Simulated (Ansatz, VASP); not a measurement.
## One calculation of CaGe2N3, two programs

```
Ca Ge N
1.0
     3.43024    0.00000    0.00000
    -1.71512    2.97067    0.00000
     0.00000    0.00000    8.52745
Ca Ge N
1 2 3
Direct
  0.33333 0.66667 0.66347
  0.00000 0.00000 0.01171
  0.66667 0.33333 0.33265
  0.00000 0.00000 0.24430
  0.66667 0.33333 0.53925
  0.33333 0.66667 0.95862
```

Change from the starting cell: species swapped into the MnCd2Te3 type (P3m1, No. 156).

Alike in both runs: functional PBE; k mesh 5 × 5 × 2; occupations gaussian, width 0.2 eV; no spin polarisation.

Ansatz relaxed the structure, and its values are those at the end. VASP's run is a single point on that final structure, the one shown.

|  | VASP | Ansatz |
| --- | --- | --- |
| version | VASP 6.6.1 | Ansatz 0.2.0 |
| potentials or method | VASP PAW PBE potentials, release 64 (Ca_sv, Ge_d, N_h), cutoff 910 eV | scalar-relativistic, plane waves, PAW |
| valence electrons in the cell | 53 | 53 |

```csv
,VASP,Ansatz,Ansatz less VASP
gap on the k mesh at the Fermi level (eV),none,none,-
rms of the force components (eV/Å),0.040,0.004,-0.0361
```

A gap of «none» marks a metal or a gap that the smearing closes.

The k mesh is coarse, so the values compare programs but aren't converged. Noted on VASP's run: the cutoff is short for stress, so the pressure is rough.
